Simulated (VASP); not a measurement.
Wanted: the native input for a VASP 6.6.1 run.

| Quantity | Value |
| --- | --- |
| Task | single point |
| Functional | PBE |
| Potentials or basis | VASP PAW PBE potentials, release 64 (B, P) |
| Cutoff | 520 eV |
| k mesh | 4 × 6 × 6 |
| Occupations | gaussian, width 0.1 eV |
| Spin | no spin polarisation |
| Dipole correction | no |
| Further INCAR settings | ALGO = Normal; EDIFF = 1e-06; NBANDS = 15 |

The structure of B3P lies in POSCAR:

```
B3P
1.0
    3.8777328732      0.1509099954     -0.3007581532
    0.3879865285      3.1206540084     -0.0015490001
   -0.3024504473      0.7498407324      3.0381760838
B P
3 1
Direct
    0.6147066158      0.2223656818      0.9603203479
    0.8027335387      0.3290934812      0.4859553076
    0.4263273428      0.7482586466      0.0665471185
    0.1144918355      0.7549688269      0.4924168512
```

The cell was built from a structure type or drawn by symmetry, and may not be a known phase.

The input as run:

INCAR

```
SYSTEM = B3P
ALGO = Normal ; EDIFF = 1E-6
ENCUT = 520 ; GGA = PE
ISIF = 2 ; ISMEAR = 0
LASPH = .TRUE. ; LCHARG = .FALSE.
LREAL = .FALSE. ; LWAVE = .FALSE.
NBANDS = 15 ; NELM = 100
PREC = Accurate ; SIGMA = 0.1
```

KPOINTS

```
k-points
0
G
  4 6 6
  0 0 0
```

Potentials or basis: VASP PAW PBE potentials, release 64 (B, P).

The run is started by

```sh
$ cat potpaw_PBE.64/B/POTCAR potpaw_PBE.64/P/POTCAR > POTCAR
$ mpirun -np 1 vasp_std > vasp.out
```

It gave:

```
Pressure               : -0.2 GPa
Largest force          : 0.022 eV/Å
Band gap on the k mesh : zero (bands 7 and 8 overlap by 1.55 eV)
```

Caveat: the k points lie up to 0.42 Å⁻¹ apart, too coarse for converged energies and pressures of a metal.

Wall time 18 s on 1 thread of AMD EPYC 9R45 96-Core Processor (Zen 5), on a shared host, peak memory 0.13 GiB.
